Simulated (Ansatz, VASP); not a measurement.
# BaTiO3 in VASP and in Ansatz

Contents of INCAR:

```
SYSTEM = BaTiO3
  PREC = Accurate
  ENCUT = 520
  EDIFF = 1E-7
  ISMEAR = 0
  SIGMA = 0.01
  LREAL = .FALSE.
  LASPH = .TRUE.
  NELM = 100
  ALGO = Normal
  ISIF = 2
  LWAVE = .FALSE.
  LCHARG = .FALSE.
  GGA = PE
  NBANDS = 28
```

The input KPOINTS:

```
regular mesh
0
G
  6 6 6
  0 0 0
```

File POSCAR:

```
BaTiO3
1.0
    3.9032364062      0.0000000000      0.0000000000
    0.0000000000      3.9032364062      0.0000000000
    0.0000000000      0.0000000000      3.9032364062
Ba Ti O
1 1 3
Direct
    0.5000000000      0.5000000000      0.5000000000
    0.0000000000      0.0000000000      0.0000000000
    0.5000000000      0.0000000000      0.0000000000
    0.0000000000      0.5000000000      0.0000000000
    0.0000000000      0.0000000000      0.5000000000
```

Input for Ansatz:

```yaml
crystal:
  lattice:
    - [3.9032364062304397, 0.0, 0.0]
    - [0.0, 3.9032364062304397, 0.0]
    - [0.0, 0.0, 3.9032364062304397]
  atoms:
    - { symbol: Ba, position: [0.5, 0.5, 0.5] }
    - { symbol: Ti, position: [0.0, 0.0, 0.0] }
    - { symbol: O, position: [0.5, 0.0, 0.0] }
    - { symbol: O, position: [0.0, 0.5, 0.0] }
    - { symbol: O, position: [0.0, 0.0, 0.5] }
basis:
  ecutwfc: 550.0
kpoints:
  mp_grid:
    grid: [6, 6, 6]
hamiltonian:
  xc: pbe
  pseudopotentials:
    kind: paw
scf:
  occupations:
    method: fixed
output:
  stress: true
```

Alike in both runs: task single point; functional PBE; k mesh 6 × 6 × 6; no spin polarisation.

|  | VASP | Ansatz |
| --- | --- | --- |
| version | VASP 6.6.1 | Ansatz 0.2.0 |
| potentials or method | VASP PAW PBE potentials, release 64 (Ba_sv, Ti_sv, O), cutoff 520 eV | plane waves, PAW |
| occupations | gaussian, width 0.01 eV | fixed |
| valence electrons in the cell | 40 | 40 |

Ansatz gave:

| Property | Result |
| --- | --- |
| pressure (GPa) | 17.4 |

Task: Which values does VASP return?

Result: Pressure (GPa): 19.8.

Spin-orbit coupling is off throughout.
